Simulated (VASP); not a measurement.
# Ir4Cl in VASP: relaxation of the atoms with PBE

Aim: the relaxation of the atoms of Ir4Cl with PBE.

All numbers are computed with VASP 6.6.1; they aren't measurements. Logs are shortened: lines on timing, memory, paths and dates and some standing lists are left out, and cuts for length are marked.

**1. The cell of the first run**

The cell holds a slab with vacuum, 5 atoms: a = 2.737 Å, b = 3.870 Å, c = 19.460 Å, α = 90.00°, β = 90.00°, γ = 90.00°.

**2. Relaxation of the atoms, PBE**

INCAR

```
ALGO = Normal
DIPOL = 0.5 0.5 0.354
EDIFF = 1E-7
EDIFFG = -0.025
ENCUT = 450
GGA = PE
GGA_COMPAT = F
IBRION = 2
IDIPOL = 3
ISIF = 2
ISMEAR = 0
LASPH = T
LCHARG = F
LDIPOL = T
LREAL = F
LWAVE = F
NELM = 120
NELMDL = -8
NELMIN = 4
NSW = 36
PREC = Accurate
SIGMA = 0.1
```

KPOINTS

```
k-points
0
Gamma
  10 7 1
```

POSCAR

```
Ir4Cl
1.0
    2.7367600872      0.0000000000      0.0000000000
    0.0000000000      3.8703632323      0.0000000000
    0.0000000000      0.0000000000     19.4599433730
Ir Cl
4 1
Selective dynamics
Direct
    0.5000000000      0.5000000000      0.2055504440  F F F
    0.0000000000      0.0000000000      0.2758682254  F F F
    0.5000000000      0.5000000000      0.3454282605  F F F
    0.0000000000      0.0000000000      0.4090424736  F F F
    0.0000000000      0.0000000000      0.5344282444  F F T
```

Potentials or basis: VASP PAW PBE potentials, release 64 (Ir, Cl).

The run is started by

```
$ cat potpaw_PBE.64/Ir/POTCAR potpaw_PBE.64/Cl/POTCAR > POTCAR
$ mpirun -np 1 vasp_std > vasp.out
```

OUTCAR:

```text
EDIFF = 1E-7
   EDIFFG = -0.025
   ENCUT = 450
   GGA = PE
   IBRION = 2
   ISIF = 2
   ISMEAR = 0
   LASPH = T
   LREAL = F
   NELM = 120
   NELMDL = -8
   NELMIN = 4
   NSW = 36
   PREC = Accurate

 ion  position               nearest neighbor table
   1  0.500  0.500  0.206-   3 2.72   2 2.74   2 2.74   2 2.74   2 2.74
   2  0.000  0.000  0.276-   4 2.59   3 2.73   3 2.73   3 2.73   3 2.73   1 2.74   1 2.74   1 2.74
                             1 2.74
   3  0.500  0.500  0.345-   4 2.67   4 2.67   4 2.67   4 2.67   1 2.72   2 2.73   2 2.73   2 2.73
                             2 2.73
   4  0.000  0.000  0.409-   5 2.44   2 2.59   3 2.67   3 2.67   3 2.67   3 2.67
   5  0.000  0.000  0.534-   4 2.44

  LATTYP: Found a simple orthorhombic cell.
 ALAT       =     2.7367600872
 B/A-ratio  =     1.4142135624
 C/A-ratio  =     7.1105770155

  Lattice vectors:

 A1 = (   2.7367600872,   0.0000000000,   0.0000000000)
 A2 = (   0.0000000000,   3.8703632323,   0.0000000000)
 A3 = (   0.0000000000,   0.0000000000,  19.4599433730)

Analysis of symmetry for initial positions (statically):
=====================================================================
 Subroutine PRICEL returns:
 Original cell was already a primitive cell.

 Routine SETGRP: Setting up the symmetry group for a
 simple orthorhombic supercell.

 Subroutine GETGRP returns: Found  4 space group operations
 (whereof  4 operations were pure point group operations)
 out of a pool of  8 trial point group operations.

The static configuration has the point symmetry C_2v.

Analysis of symmetry for dynamics (positions and initial velocities):
=====================================================================
 Subroutine PRICEL returns:
 Original cell was already a primitive cell.

 Routine SETGRP: Setting up the symmetry group for a
 simple orthorhombic supercell.

 Subroutine GETGRP returns: Found  4 space group operations
 (whereof  4 operations were pure point group operations)
 out of a pool of  8 trial point group operations.

The dynamic configuration has the point symmetry C_2v.

Analysis of constrained symmetry for selective dynamics:
=====================================================================
 Subroutine PRICEL returns:
 Original cell was already a primitive cell.

 Routine SETGRP: Setting up the symmetry group for a
 simple orthorhombic supercell.

 Subroutine GETGRP returns: Found  4 space group operations
 (whereof  4 operations were pure point group operations)
 out of a pool of  8 trial point group operations.

The constrained configuration has the point symmetry C_2v.

 Subroutine INISYM returns: Found  4 space group operations
 (whereof  4 operations are pure point group operations),
 and found     1 'primitive' translations

----------------------------------------------------------------------------------------

                                     Primitive cell

  volume of cell :     206.1247

  direct lattice vectors                    reciprocal lattice vectors
     2.736760087  0.000000000  0.000000000     0.365395566  0.000000000  0.000000000
     0.000000000  3.870363232  0.000000000     0.000000000  0.258373682  0.000000000
     0.000000000  0.000000000 19.459943373     0.000000000  0.000000000  0.051387611

  length of vectors
     2.736760087  3.870363232 19.459943373     0.365395566  0.258373682  0.051387611

  position of ions in fractional coordinates (direct lattice)
     0.500000000  0.500000000  0.205550444
     0.000000000  0.000000000  0.275868225
     0.500000000  0.500000000  0.345428261
     0.000000000  0.000000000  0.409042474
     0.000000000  0.000000000  0.534428244

  ion indices of the primitive-cell ions
   primitive index   ion index
                 1           1
                 2           2
                 3           3
                 4           4
                 5           5

----------------------------------------------------------------------------------------

 KPOINTS: k-points

Automatic generation of k-mesh.
 Grid dimensions read from file:
 generate k-points for:   10    7    1

 Generating k-lattice:

  Cartesian coordinates                     Fractional coordinates (reciprocal lattice)
     0.036539557  0.000000000  0.000000000     0.100000000  0.000000000  0.000000000
     0.000000000  0.036910526  0.000000000     0.000000000  0.142857143  0.000000000
     0.000000000  0.000000000  0.051387611     0.000000000  0.000000000  1.000000000

  Length of vectors
     0.036539557  0.036910526  0.051387611

  Shift w.r.t. Gamma in fractional coordinates (k-lattice)
     0.000000000  0.000000000  0.000000000

 Subroutine IBZKPT returns following result:
 ===========================================

 Found     24 irreducible k-points:

 Following reciprocal coordinates:
            Coordinates               Weight
  0.000000  0.000000  0.000000      1.000000
  0.100000  0.000000  0.000000      2.000000
  0.200000  0.000000  0.000000      2.000000
  0.300000  0.000000  0.000000      2.000000
  0.400000  0.000000  0.000000      2.000000
  0.500000  0.000000  0.000000      1.000000
[... 16 lines left out ...]
  0.400000  0.428571  0.000000      4.000000
  0.500000  0.428571  0.000000      2.000000
   k-points           NKPTS =     24   k-points in BZ     NKDIM =     24   number of bands    NBANDS=     25
   number of dos      NEDOS =    301   number of ions     NIONS =      5
   total plane-waves  NPLWV =  78400
   dimension x,y,z NGX =    20 NGY =   28 NGZ =  140
   dimension x,y,z NGXF=    40 NGYF=   56 NGZF=  280
   ions per type =               4   1
   NGX,Y,Z   is equivalent  to a cutoff of  12.15, 12.03, 11.96 a.u.
   NGXF,Y,Z  is equivalent  to a cutoff of  24.30, 24.05, 23.92 a.u.
 SYSTEM =  unknown system
   PREC   = accura    normal or accurate (medium, high low for compatibility)
   ISTART =      0    job   : 0-new  1-cont  2-samecut
   ICHARG =      2    charge: 1-file 2-atom 10-const
   ISPIN  =      1    spin polarized calculation?
   LNONCOLLINEAR =      F non collinear calculations
   LSORBIT =      F    spin-orbit coupling
   LASPH  =      T    aspherical Exc in radial PAW
   ENCUT  =  450.0 eV  33.07 Ry    5.75 a.u.   4.73  6.69 33.66*2*pi/ulx,y,z
   NELM   =    120;   NELMIN=  4; NELMDL= -8     # of ELM steps
   EDIFF  = 0.1E-06   stopping-criterion for ELM
   LREAL  =      F    real-space projection
   EDIFFG = -.3E-01   stopping-criterion for IOM
   NSW    =     36    number of steps for IOM
   IBRION =      2    ionic relax: 0-MD 1-quasi-New 2-CG
   NFREE  =      1    steps in history (QN), initial steepest desc. (CG)
   ISIF   =      2    stress and relaxation
   ISYM   =      2    0-nonsym 1-usesym 2-fastsym
   POTIM  = 0.5000    time-step for ionic-motion
   TEBEG  =    0.0;   TEEND  =   0.0 temperature during run
   PSTRESS=    0.0 pullay stress
   NELECT =      43.0000    total number of electrons
   NUPDOWN=      -1.0000    fix difference up-down
   EMIN   =  10.00;   EMAX   =-10.00  energy-range for DOS
   EFERMI =   0.00;   METHOD = LEGACY
   ISMEAR =     0;   SIGMA  =   0.10  broadening in eV -4-tet -1-fermi 0-gaus
   EFERMI_NEDOS =   21; number of points for ismear=-14 and -15
   IALGO  =     38    algorithm
   IMIX   =      4    mixing-type and parameters
     AMIX     =   0.40;   BMIX     =  1.00
     AMIX_MAG =   1.60;   BMIX_MAG =  1.00
  volume/ion in A,a.u.               =      41.22       278.20
  Fermi-wavevector in a.u.,A,eV,Ry     =   0.970929  1.834790 12.826265  0.942704
  Thomas-Fermi vector in A             =   2.101105
   LORBIT       =      0    0 simple, 1 ext, 2 COOP (PROOUT), +10 PAW based schemes
   GGA     = PE    functional components
   LHFCALC =     F    Hartree Fock is set to
   AEXX    =    0.0000 exact exchange contribution
   IVDW    =     0    specifies the selected vdW correction
   LEPSILON=     F    determine dielectric tensor
   LRPA    =     F    only Hartree local field effects (RPA)
 conjugate gradient relaxation of ions
 non-spin polarized calculation
 Gauss-broadening in eV      SIGMA  =   0.10
  energy-cutoff  :      450.00
  volume of cell :      206.12
 maximum number of plane-waves:      4503
 NGX is ok and might be reduce to    20
   NGX =  9   NGY = 13   NGZ = 67

--------------------------------------- Ionic step        1  -------------------------------------------

 number of electron      42.9999998 magnetization

 Free energy of the ion-electron system (eV)
  ---------------------------------------------------
  ext. energy  EPLUGINS =         0.00000000
  ---------------------------------------------------
  free energy    TOTEN  =       -34.50655476 eV

  energy without entropy =      -34.46358668  energy(sigma->0) =      -34.48507072

------------------------ aborting loop because EDIFF is reached ----------------------------------------

  FORCE on cell =-STRESS in cart. coord.  units (eV):
  Direction    XX          YY          ZZ          XY          YZ          ZX
  --------------------------------------------------------------------------------------
  -------------------------------------------------------------------------------------
  Total       -4.5751706     -3.4273955     -4.3734395      0.0000000      0.0000000      0.0000000
  in kB      -35.5621367    -26.6406481    -33.9941105      0.0000000      0.0000000      0.0000000
  external PRESSURE =     -32.0656318 kB  Pullay stress =       0.0000000 kB
[... 59 lines left out ...]
  FREE ENERGIE OF THE ION-ELECTRON SYSTEM (eV)
  ---------------------------------------------------
  free  energy   TOTEN  =       -34.6084158399 eV

  energy  without entropy=      -34.5662551129  energy(sigma->0) =      -34.58733548

 dipolmoment           0.000000      0.000000     -0.004765 electrons x Angstroem

--------------------------------------- Ionic step        3  -------------------------------------------

 number of electron      42.9999998 magnetization

------------------------ aborting loop because EDIFF is reached ----------------------------------------

  FORCE on cell =-STRESS in cart. coord.  units (eV):
  Direction    XX          YY          ZZ          XY          YZ          ZX
  --------------------------------------------------------------------------------------
  -------------------------------------------------------------------------------------
  Total       -3.3388869     -3.3621614      0.0673232      0.0000000      0.0000000      0.0000000
  in kB      -25.9526829    -26.1335924      0.5232938      0.0000000      0.0000000      0.0000000
  external PRESSURE =     -17.1876605 kB  Pullay stress =       0.0000000 kB
[... 24 lines left out ...]
  energy  without entropy=      -34.6453747982  energy(sigma->0) =      -34.66614448

--------------------------------------- Ionic step        4  -------------------------------------------

 number of electron      42.9999997 magnetization

 dipolmoment           0.000000      0.000000      0.040865 electrons x Angstroem

 Free energy of the ion-electron system (eV)
  ---------------------------------------------------
  ext. energy  EPLUGINS =         0.00000000
  ---------------------------------------------------
  free energy    TOTEN  =       -34.68703002 eV

  energy without entropy =      -34.64542498  energy(sigma->0) =      -34.66622750

 E-fermi :  -0.2292     XC(G=0):  -5.8201

 val. band max:       -0.2347825896   @ k =   0.4000   0.2857   0.0000
 cond. band min:      -0.2282295061   @ k =   0.0000   0.2857   0.0000
 fundamental gap:      0.0065530836
 Fermi energy:        -0.2291699595

 k-point     1 :       0.0000    0.0000    0.0000
  band No.  band energies     occupation
      1     -16.3015      2.00000
      2      -9.7820      2.00000
      3      -7.2025      2.00000
      4      -7.0465      2.00000
      5      -6.1210      2.00000
      6      -5.6445      2.00000
[... 661 lines left out ...]
     24       1.6615      0.00000
     25       1.8288      0.00000

------------------------ aborting loop because EDIFF is reached ----------------------------------------

 vacuum level on the upper side and lower side of the slab       (xc-potential included)         0.173        -0.512

  FORCE on cell =-STRESS in cart. coord.  units (eV):
  Direction    XX          YY          ZZ          XY          YZ          ZX
  --------------------------------------------------------------------------------------
  -------------------------------------------------------------------------------------
  Total       -3.3720340     -3.3668094     -0.1495050      0.0000000      0.0000000      0.0000000
  in kB      -26.2103309    -26.1697207     -1.1620810      0.0000000      0.0000000      0.0000000
  external PRESSURE =     -17.8473775 kB  Pullay stress =       0.0000000 kB

 VOLUME and BASIS-vectors are now :
 -----------------------------------------------------------------------------
  energy-cutoff  :      450.00
  volume of cell :      206.12
      direct lattice vectors                 reciprocal lattice vectors
     2.736760087  0.000000000  0.000000000     0.365395566  0.000000000  0.000000000
     0.000000000  3.870363232  0.000000000     0.000000000  0.258373682  0.000000000
     0.000000000  0.000000000 19.459943373     0.000000000  0.000000000  0.051387611
[... 11 lines left out ...]
  FREE ENERGIE OF THE ION-ELECTRON SYSTEM (eV)
  ---------------------------------------------------
  free  energy   TOTEN  =       -34.6870300180 eV

  energy  without entropy=      -34.6454249771  energy(sigma->0) =      -34.66622750

 reached required accuracy - stopping structural energy minimisation

 vacuum level on the upper side and lower side of the slab         5.311         4.605
```

Run time: 11 min. Hardware: 1 thread of Intel Xeon Platinum 8259CL at 2.50GHz (Skylake/Cascade Lake), shared host; peak memory 0.32 GiB.

What came out:

```yaml
Free_energy: -34.6870 eV
Energy_gained_by_relaxing: 36.1 meV/atom
Ionic_steps: 4
Band_gap_on_the_k_mesh: zero (an odd number of electrons rules out a gap without spin polarisation)
```

The path:
| step | energy change (eV) | largest force on free atoms (eV/Å) | pressure (GPa) |
| --- | --- | --- | --- |
| 1 | 0.0000 | 1.5339 | -3.21 |
| 2 | -0.1019 | 1.1761 | -2.77 |
| 3 | -0.1804 | 0.0629 | -1.72 |
| 4 | -0.1805 | 0.0242 | -1.78 |

Final structure:
```yaml
crystal:
  lattice:
    - [2.73676, 0.00000, 0.00000]
    - [0.00000, 3.87036, 0.00000]
    - [0.00000, 0.00000, 19.45994]
  atoms:
    - { symbol: Ir, position: [0.50000, 0.50000, 0.20555] }
    - { symbol: Ir, position: [0.00000, 0.00000, 0.27587] }
    - { symbol: Ir, position: [0.50000, 0.50000, 0.34543] }
    - { symbol: Ir, position: [0.00000, 0.00000, 0.40904] }
    - { symbol: Cl, position: [0.00000, 0.00000, 0.52459] }
```

Caveat: spin-orbit coupling is left out, which moves the levels of the heavy elements; an odd number of electrons without spin polarisation forces a metal; a magnetic or distorted state may lie lower.
